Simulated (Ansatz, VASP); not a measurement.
**One calculation of La, two programs**

```xyz
4
Lattice="3.5880 0.0000 0.0000 -1.7940 3.1073 0.0000 0.0000 0.0000 13.1161" Properties=species:S:1:pos:R:3 pbc="T T T"
La    0.0000    0.0000    0.0000
La    0.0000    0.0000    6.5580
La    0.0000    2.0715    3.2790
La    1.7940    1.0358    9.8371
```

Alike in both runs: task single point; functional PBEsol; k mesh 12 × 12 × 4; occupations gaussian, width 0.15 eV; no spin polarisation.

```csv
,VASP,Ansatz
version,VASP 6.6.1,Ansatz 0.2.0
potentials or method,"VASP PAW PBE potentials, release 64 (La), cutoff 520 eV","scalar-relativistic, plane waves, PAW"
valence electrons in the cell,44,44
```

```tsv
	VASP	Ansatz	Ansatz less VASP
gap on the k mesh at the Fermi level (eV)	none	none	-
pressure (GPa)	-1.5	-1.5	-0.04
traceless stress, the component that is largest in VASP (GPa)	-3.33	-3.30	+0.030
```

VASP's potentials were made for PBE, not for PBEsol. A gap of «none» marks a metal or a gap that the smearing closes.

Spin-orbit coupling is off throughout.
